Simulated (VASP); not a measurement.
# PtS2 (P-3m1) in VASP: a series of runs

Aim: see how the results for PtS2 move with the level of theory and the settings. Levels: PBE, PBE+U. Tasks: single point.

All numbers are computed with VASP 6.6.1; they aren't measurements. Logs are shortened: lines on timing, memory, paths and dates and some standing lists are left out, and cuts for length are marked.

**1. The cell of the first run**

It takes space group P-3m1 (No. 164, trigonal). Conventional cell: a = 3.543 Å, b = 3.543 Å, c = 5.039 Å, α = 90.00°, β = 90.00°, γ = 120.00°. Within 3.2 Å of Pt (site symmetry -3m) lie 6 S at 2.40 Å. Within 3.2 Å of S (site symmetry 3m) lie 3 Pt at 2.40 Å.

**2. Single point, PBE**

INCAR

```
SYSTEM = PtS2
  PREC = Accurate
  ENCUT = 520
  EDIFF = 1E-7
  ISMEAR = 0
  SIGMA = 0.1
  LREAL = .False.
  LASPH = .True.
  NELM = 60
  ALGO = Normal
  ISIF = 2
  LWAVE = .False.
  LCHARG = .False.
  GGA = PE
  NBANDS = 18
```

KPOINTS

```
Automatic mesh
0
Gamma
  7 7 4
  0 0 0
```

POSCAR

```
PtS2
1.0
    3.5431994758      0.0000000000      0.0000000000
   -1.7715997379      3.0685007567      0.0000000000
    0.0000000000      0.0000000000      5.0388000000
Pt S
1 2
Direct
    0.0000000000      0.0000000000      0.0000000000
    0.3333333333      0.6666666667      0.2500000000
    0.6666666667      0.3333333333      0.7500000000
```

Potentials or basis: VASP PAW PBE potentials, release 64 (Pt, S).

Command:

```bash
$ cat potpaw_PBE.64/Pt/POTCAR potpaw_PBE.64/S/POTCAR > POTCAR
$ mpirun -np 1 vasp_std > vasp.out
```

OUTCAR:

```text
SYSTEM = PtS2
   PREC = Accurate
   ENCUT = 520
   EDIFF = 1E-7
   ISMEAR = 0
   LREAL = .False.
   LASPH = .True.
   NELM = 60
   ISIF = 2
   GGA = PE

 ion  position               nearest neighbor table
   1  0.000  0.000  0.000-   2 2.40   3 2.40   2 2.40   3 2.40   3 2.40   2 2.40
   2  0.333  0.667  0.250-   1 2.40   1 2.40   1 2.40
   3  0.667  0.333  0.750-   1 2.40   1 2.40   1 2.40

  LATTYP: Found a hexagonal cell.
 ALAT       =     3.5431994758
 C/A-ratio  =     1.4221045229

  Lattice vectors:

 A1 = (   3.5431994758,   0.0000000000,   0.0000000000)
 A2 = (  -1.7715997379,   3.0685007567,   0.0000000000)
 A3 = (   0.0000000000,   0.0000000000,   5.0388000000)

Analysis of symmetry for initial positions (statically):
=====================================================================
 Subroutine PRICEL returns:
 Original cell was already a primitive cell.

 Routine SETGRP: Setting up the symmetry group for a
 hexagonal supercell.

 Subroutine GETGRP returns: Found 12 space group operations
 (whereof 12 operations were pure point group operations)
 out of a pool of 24 trial point group operations.

The static configuration has the point symmetry D_3d.

Analysis of symmetry for dynamics (positions and initial velocities):
=====================================================================
 Subroutine PRICEL returns:
 Original cell was already a primitive cell.

 Routine SETGRP: Setting up the symmetry group for a
 hexagonal supercell.

 Subroutine GETGRP returns: Found 12 space group operations
 (whereof 12 operations were pure point group operations)
 out of a pool of 24 trial point group operations.

The dynamic configuration has the point symmetry D_3d.

 Subroutine INISYM returns: Found 12 space group operations
 (whereof 12 operations are pure point group operations),
 and found     1 'primitive' translations

----------------------------------------------------------------------------------------

                                     Primitive cell

  volume of cell :      54.7834

  direct lattice vectors                    reciprocal lattice vectors
     3.543199476  0.000000000  0.000000000     0.282230794  0.162946025  0.000000000
    -1.771599738  3.068500757  0.000000000     0.000000000  0.325892049  0.000000000
     0.000000000  0.000000000  5.038800000     0.000000000  0.000000000  0.198459951

  length of vectors
     3.543199476  3.543199476  5.038800000     0.325892049  0.325892049  0.198459951

  position of ions in fractional coordinates (direct lattice)
     0.000000000  0.000000000  0.000000000
     0.333333333  0.666666667  0.250000000
     0.666666667  0.333333333  0.750000000

  ion indices of the primitive-cell ions
   primitive index   ion index
                 1           1
                 2           2
                 3           3

----------------------------------------------------------------------------------------

 KPOINTS: Automatic mesh

Automatic generation of k-mesh.
 Grid dimensions read from file:
 generate k-points for:    7    7    4

 Generating k-lattice:

  Cartesian coordinates                     Fractional coordinates (reciprocal lattice)
     0.040318685  0.023278004  0.000000000     0.142857143  0.000000000  0.000000000
     0.000000000  0.046556007  0.000000000     0.000000000  0.142857143  0.000000000
     0.000000000  0.000000000  0.049614988     0.000000000  0.000000000  0.250000000

  Length of vectors
     0.046556007  0.046556007  0.049614988

  Shift w.r.t. Gamma in fractional coordinates (k-lattice)
     0.000000000  0.000000000  0.000000000

 Subroutine IBZKPT returns following result:
 ===========================================

 Found     28 irreducible k-points:

 Following reciprocal coordinates:
            Coordinates               Weight
  0.000000  0.000000  0.000000      1.000000
  0.142857  0.000000  0.000000      6.000000
  0.285714 -0.000000  0.000000      6.000000
  0.428571 -0.000000  0.000000      6.000000
  0.142857  0.142857  0.000000      6.000000
  0.285714  0.142857  0.000000     12.000000
[... 16 lines left out ...]
  0.285714 -0.000000  0.500000      6.000000
  0.428571 -0.000000  0.500000      6.000000
 [... further k-points ...]
   k-points           NKPTS =     28   k-points in BZ     NKDIM =     28   number of bands    NBANDS=     18
   number of dos      NEDOS =    301   number of ions     NIONS =      3
   total plane-waves  NPLWV =  31360
   dimension x,y,z NGX =    28 NGY =   28 NGZ =   40
   dimension x,y,z NGXF=    56 NGYF=   56 NGZF=   80
   ions per type =               1   2
   NGX,Y,Z   is equivalent  to a cutoff of  13.14, 13.14, 13.20 a.u.
   NGXF,Y,Z  is equivalent  to a cutoff of  26.28, 26.28, 26.39 a.u.
 SYSTEM =  PtS2
   PREC   = accura    normal or accurate (medium, high low for compatibility)
   ISTART =      0    job   : 0-new  1-cont  2-samecut
   ICHARG =      2    charge: 1-file 2-atom 10-const
   ISPIN  =      1    spin polarized calculation?
   LNONCOLLINEAR =      F non collinear calculations
   LSORBIT =      F    spin-orbit coupling
   LASPH  =      T    aspherical Exc in radial PAW
   ENCUT  =  520.0 eV  38.22 Ry    6.18 a.u.   6.59  6.59  9.37*2*pi/ulx,y,z
   NELM   =     60;   NELMIN=  2; NELMDL= -5     # of ELM steps
   EDIFF  = 0.1E-06   stopping-criterion for ELM
   LREAL  =      F    real-space projection
   EDIFFG = 0.1E-05   stopping-criterion for IOM
   NSW    =      0    number of steps for IOM
   IBRION =     -1    ionic relax: 0-MD 1-quasi-New 2-CG
   NFREE  =      0    steps in history (QN), initial steepest desc. (CG)
   ISIF   =      2    stress and relaxation
   ISYM   =      2    0-nonsym 1-usesym 2-fastsym
   POTIM  = 0.5000    time-step for ionic-motion
   TEBEG  =    0.0;   TEEND  =   0.0 temperature during run
   PSTRESS=    0.0 pullay stress
   NELECT =      22.0000    total number of electrons
   NUPDOWN=      -1.0000    fix difference up-down
   EMIN   =  10.00;   EMAX   =-10.00  energy-range for DOS
   EFERMI =   0.00;   METHOD = LEGACY
   ISMEAR =     0;   SIGMA  =   0.10  broadening in eV -4-tet -1-fermi 0-gaus
   EFERMI_NEDOS =   21; number of points for ismear=-14 and -15
   IALGO  =     38    algorithm
   IMIX   =      4    mixing-type and parameters
     AMIX     =   0.40;   BMIX     =  1.00
     AMIX_MAG =   1.60;   BMIX_MAG =  1.00
  volume/ion in A,a.u.               =      18.26       123.23
  Fermi-wavevector in a.u.,A,eV,Ry     =   1.207812  2.282434 19.848319  1.458810
  Thomas-Fermi vector in A             =   2.343439
   LORBIT       =      0    0 simple, 1 ext, 2 COOP (PROOUT), +10 PAW based schemes
   GGA     = PE    functional components
   LHFCALC =     F    Hartree Fock is set to
   AEXX    =    0.0000 exact exchange contribution
   IVDW    =     0    specifies the selected vdW correction
   LEPSILON=     F    determine dielectric tensor
   LRPA    =     F    only Hartree local field effects (RPA)
 non-spin polarized calculation
 Gauss-broadening in eV      SIGMA  =   0.10
  energy-cutoff  :      520.00
  volume of cell :       54.78
 maximum number of plane-waves:      1507
 NGX is ok and might be reduce to    28
   NGX = 13   NGY = 13   NGZ = 19

 number of electron      22.0000000 magnetization

 Free energy of the ion-electron system (eV)
  ---------------------------------------------------
  ext. energy  EPLUGINS =         0.00000000
  ---------------------------------------------------
  free energy    TOTEN  =       -15.36211716 eV

  energy without entropy =      -15.36211280  energy(sigma->0) =      -15.36211498

 E-fermi :   7.0857     XC(G=0): -10.6933

 val. band max:        6.8631628462   @ k =   0.0000   0.0000   0.0000
 cond. band min:       7.3433156004   @ k =   0.0000   0.2857   0.2500
 fundamental gap:      0.4801527542
 Fermi energy:         7.0857466639

 k-point     1 :       0.0000    0.0000    0.0000
  band No.  band energies     occupation
      1      -8.3950      2.00000
      2      -5.5738      2.00000
      3      -0.2053      2.00000
      4       0.4176      2.00000
      5       0.4176      2.00000
      6       3.0577      2.00000
[... 10 lines left out ...]
     17      14.8512      0.00000
     18      19.7407      0.00000

 k-point     2 :       0.1429    0.0000    0.0000
  band No.  band energies     occupation
      1      -8.1434      2.00000
      2      -5.6799      2.00000
      3       0.0728      2.00000
      4       0.5693      2.00000
      5       0.5824      2.00000
      6       2.6474      2.00000
[... 10 lines left out ...]
     17      15.5728      0.00000
     18      17.0758      0.00000

 k-point     3 :       0.2857   -0.0000    0.0000
  band No.  band energies     occupation
      1      -7.4759      2.00000
      2      -5.9229      2.00000
      3       0.5697      2.00000
      4       0.8727      2.00000
      5       1.1403      2.00000
      6       1.4922      2.00000
[... 10 lines left out ...]
     17      15.7445      0.00000
     18      15.8023      0.00000

 k-point     4 :       0.4286   -0.0000    0.0000
  band No.  band energies     occupation
      1      -6.7069      2.00000
      2      -6.2031      2.00000
      3      -0.2152      2.00000
      4       1.0093      2.00000
      5       1.4879      2.00000
      6       2.3919      2.00000
[... 375 lines left out ...]
      4       0.5887      2.00000
      5       1.4873      2.00000
      6       2.5810      2.00000
[... 10 lines left out ...]
     17      15.3754      0.00000
     18      15.8253      0.00000

 k-point    23 :       0.2857   -0.0000    0.5000
  band No.  band energies     occupation
      1      -7.0508      2.00000
      2      -6.4617      2.00000
      3       0.1458      2.00000
      4       0.8194      2.00000
      5       0.9924      2.00000
      6       2.2338      2.00000
[... 10 lines left out ...]
     17      16.8489      0.00000
     18      16.9245      0.00000

 k-point    24 :       0.4286   -0.0000    0.5000
  band No.  band energies     occupation
      1      -6.6764      2.00000
      2      -6.1520      2.00000
      3      -0.4904      2.00000
      4       0.8659      2.00000
      5       1.0529      2.00000
      6       2.2194      2.00000
[... 10 lines left out ...]
     17      17.1630      0.00000
     18      17.2139      0.00000

 [... further k-points ...]
[... 5 lines left out ...]
  --------------------------------------------------------------------------------------
  -------------------------------------------------------------------------------------
  Total        0.9576856      0.9576856      0.0792058      0.0000000     -0.0000000      0.0000000
  in kB       28.0081609     28.0081609      2.3164279      0.0000000     -0.0000000      0.0000000
  external PRESSURE =      19.4442499 kB  Pullay stress =       0.0000000 kB

 VOLUME and BASIS-vectors are now :
 -----------------------------------------------------------------------------
  energy-cutoff  :      520.00
  volume of cell :       54.78
      direct lattice vectors                 reciprocal lattice vectors
     3.543199476  0.000000000  0.000000000     0.282230794  0.162946025  0.000000000
    -1.771599738  3.068500757  0.000000000     0.000000000  0.325892049  0.000000000
     0.000000000  0.000000000  5.038800000     0.000000000  0.000000000  0.198459951

 POSITION                                       TOTAL-FORCE (eV/Angst)
 -----------------------------------------------------------------------------------
      0.00000      0.00000      0.00000        -0.000000      0.000000      0.000000
     -0.00000      2.04567      1.25970         0.000000      0.000000     -0.365584
      1.77160      1.02283      3.77910        -0.000000      0.000000      0.365584
 -----------------------------------------------------------------------------------
    total drift:                               -0.000000     -0.000000     -0.000000

  FREE ENERGIE OF THE ION-ELECTRON SYSTEM (eV)
  ---------------------------------------------------
  free  energy   TOTEN  =       -15.3621171566 eV

  energy  without entropy=      -15.3621127997  energy(sigma->0) =      -15.36211498
```

Run time: 37 s. Hardware: 1 thread of AMD EPYC 7R43 (Zen 3), shared host; peak memory 0.15 GiB.

What came out:

```
Free energy            : -15.3621 eV
Pressure               : 1.9 GPa
Largest force          : 0.366 eV/Å
Band gap on the k mesh : 0.48 eV, indirect (least direct gap 0.89 eV)
```

Forces in eV/Å, atoms in the order of the input:
```
Pt   0.000  0.000  0.000
S    0.000  0.000 -0.366
S    0.000  0.000  0.366
```

Levels at points of the mesh, in eV from the valence-band top:
| k point | band 8 | band 9 | band 10 | band 11 | band 12 | band 13 | band 14 | band 15 |
| --- | --- | --- | --- | --- | --- | --- | --- | --- |
| (0.00, 0.00, 0.00) | -2.24 | -1.13 | -1.13 | 0.00 | 1.77 | 1.77 | 4.51 | 5.26 |
| (0.00, 0.00, 0.50) | -2.88 | -1.45 | -1.45 | -1.29 | 2.44 | 2.44 | 5.52 | 6.97 |

Caveat: spin-orbit coupling is left out, which moves the levels of the heavy elements. A k mesh can miss the band edges.

**3. Single point, PBE+U**

This run uses another cell than the first one, of 18.63 Å³/atom, 1.020 times its volume.

INCAR

```
ALGO = Normal
EDIFF = 1E-6
ENCUT = 520
GGA = PE
ISIF = 2
ISMEAR = 0
LASPH = True
LCHARG = False
LDAU = True
LDAUJ = 0 0
LDAUL = 2 -1
LDAUPRINT = 1
LDAUTYPE = 2
LDAUU = 1 0
LMAXMIX = 4
LREAL = False
LWAVE = False
NBANDS = 18
NELM = 150
PREC = Accurate
SIGMA = 0.01
```

KPOINTS

```
k-points
0
Gamma
  6 6 4
```

POSCAR

```
PtS2
1.0
    3.5666650568      0.0000000000      0.0000000000
   -1.7833325284      3.0888225460      0.0000000000
    0.0000000000      0.0000000000      5.0721705089
Pt S
1 2
Direct
    0.0000000000      0.0000000000      0.0000000000
    0.3333333333      0.6666666667      0.2500000000
    0.6666666667      0.3333333333      0.7500000000
```

Potentials or basis: VASP PAW PBE potentials, release 64 (Pt, S).

Command:

```bash
$ cat potpaw_PBE.64/Pt/POTCAR potpaw_PBE.64/S/POTCAR > POTCAR
$ mpirun -np 1 vasp_std > vasp.out
```

Run time: 30 s. Hardware: 1 thread of AMD EPYC 7R43 (Zen 3), shared host; peak memory 0.15 GiB.

Results (log left out):

| Quantity | Value |
| --- | --- |
| Free energy | -14.6473 eV |
| Pressure | -1.2 GPa |
| Largest force | 0.625 eV/Å |
| Band gap on the k mesh | 0.51 eV, indirect (least direct gap 1.31 eV) |

Forces on the atoms (eV/Å):
```
Pt   0.000  0.000  0.000
S    0.000  0.000 -0.625
S    0.000  0.000  0.625
```

Stress tensor (GPa, compression positive):
```
-0.84  0.00  0.00
 0.00 -0.84  0.00
 0.00  0.00 -1.94
```

Levels at points of the mesh, in eV from the valence-band top:
```csv
k point,band 9,band 10,band 11,band 12,band 13,band 14
"(0.00, 0.00, 0.00)",-1.10,-1.10,0.00,1.70,1.70,4.57
"(0.50, 0.00, 0.00)",-3.16,-3.13,-2.62,1.20,2.31,5.30
"(0.00, 0.00, 0.50)",-1.41,-1.41,-1.40,2.34,2.34,5.56
"(0.50, 0.00, 0.50)",-2.89,-2.60,-1.47,1.32,1.96,4.88
```

Eigenvalues of the final occupation matrices:
```csv
site,spin,trace,eigenvalues
site 1 d,1,4.03,0.66 0.66 0.91 0.91 0.91
site 1 d,2,4.03,0.66 0.66 0.91 0.91 0.91
```

Caveat: spin-orbit coupling is left out, which moves the levels of the heavy elements. A k mesh can miss the band edges.
